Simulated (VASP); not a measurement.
Write the native input for VASP 6.6.1 that does the following.

```
Task                   : single point
Functional             : PBEsol
Potentials or basis    : VASP PAW PBE potentials, release 64 (V_sv, N)
Cutoff                 : 520 eV
k mesh                 : 6 × 6 × 6
Occupations            : gaussian, width 0.1 eV
Spin                   : no spin polarisation
Dipole correction      : no
Further INCAR settings : ALGO = Normal; EDIFF = 1e-07; NBANDS = 32
```

The structure of VN2 lies in POSCAR:

```
VN2
1.0
   -2.1507500000      2.1507500000      2.4913500000
    2.1507500000     -2.1507500000      2.4913500000
    2.1507500000      2.1507500000     -2.4913500000
V N
2 4
Direct
    0.2500000000      0.2500000000      0.0000000000
    0.7500000000      0.7500000000      0.0000000000
    0.1151000000      0.6151000000      0.7302000000
    0.6151000000      0.8849000000      0.5000000000
    0.8849000000      0.3849000000      0.2698000000
    0.3849000000      0.1151000000      0.5000000000
```

The input as run:

INCAR

```
PREC = Accurate
ENCUT = 520
EDIFF = 1E-7
ISMEAR = 0
SIGMA = 0.1
LREAL = F
LASPH = T
NELM = 80
ALGO = Normal
ISIF = 2
LWAVE = F
LCHARG = F
GGA = PS
NBANDS = 32
```

KPOINTS

```
Automatic mesh
0
Gamma
  6 6 6
```

Potentials or basis: VASP PAW PBE potentials, release 64 (V_sv, N).

Run with:

```bash
$ cat potpaw_PBE.64/V_sv/POTCAR potpaw_PBE.64/N/POTCAR > POTCAR
$ mpirun -np 1 vasp_std > vasp.out
```

It gave:

| Property | Result |
| --- | --- |
| Pressure | -10.9 GPa |
| Largest force | 0.412 eV/Å |
| Band gap on the k mesh | zero (band 23 reaches 11.52 eV, above the bottom of band 24 at 11.24 eV) |

Caveat: the PAW data sets were made with another functional, which shifts forces and pressure a little; the run has no spin polarisation, though such a crystal can be magnetic.

Wall time 31 s on 1 thread of AMD EPYC 9R45 96-Core Processor (Zen 5), on a shared host, peak memory 0.15 GiB.
